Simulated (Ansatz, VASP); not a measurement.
**MgO in VASP and in Ansatz**

```xyz
2
Lattice="2.5837 0.0000 0.0000 0.0000 2.5837 0.0000 0.0000 0.0000 2.5837" Properties=species:S:1:pos:R:3 pbc="T T T"
Mg    0.0000    0.0000    0.0000
O     1.2919    1.2919    1.2919
```

Alike in both runs: task relaxation of cell and atoms; functional PBE; k mesh 8 × 8 × 8; occupations gaussian, width 0.1 eV; no spin polarisation.

|  | VASP | Ansatz |
| --- | --- | --- |
| version | VASP 6.6.1 | Ansatz 0.2.0 |
| potentials or method | VASP PAW PBE potentials, release 64 (Mg_sv, O), cutoff 840 eV | scalar-relativistic, plane waves, PAW |
| valence electrons in the cell | 16 | 16 |

```csv
,VASP,Ansatz,Ansatz less VASP
"gap on the k mesh at the Fermi level, each at its own relaxed structure (eV)",2.30,2.27,-0.023
relaxed volume (Å³/atom),9.38,9.40,+0.022
relaxed length of the cell vector where the two differ most in proportion (Å),2.657,2.659,+0.0020
```
